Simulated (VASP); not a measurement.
Co, 2 atoms in the cell. The structure is hexagonal, space group P6_3/mmc (No. 194). Conventional cell: a = 2.565 Å, b = 2.565 Å, c = 4.163 Å, α = 90.00°, β = 90.00°, γ = 120.00°. Within 3.4 Å of Co (site symmetry -6m2) lie 12 Co at 2.55 to 2.56 Å. 

| Quantity | Value |
| --- | --- |
| Program | VASP 6.6.1 |
| Task | single point |
| Functional | PBE |
| Potentials or basis | VASP PAW PBE potentials, release 64 (Co) |
| Cutoff | 520 eV |
| k mesh | 15 × 15 × 8 |
| Occupations | fermi-dirac, width 0.1 eV |
| Spin | collinear spin, ferromagnetic start |
| Starting moments | [1.8, 1.8] μB |
| Dipole correction | no |
| Further INCAR settings | ALGO = Normal; EDIFF = 1e-06; NBANDS = 20 |

Potentials or basis: VASP PAW PBE potentials, release 64 (Co).

Command:

```console
$ cat potpaw_PBE.64/Co/POTCAR > POTCAR
$ mpirun -np 1 vasp_std > vasp.out
```

Hardware: 1 thread of AMD EPYC 7R13 Processor (Zen 3), with other jobs on the host.

Q: Estimate the wall time of this run.

A: Wall time 78 s on 1 thread of AMD EPYC 7R13 Processor (Zen 3), on a shared host, peak memory 0.18 GiB. Counts: scf iterations 13, k points 135.
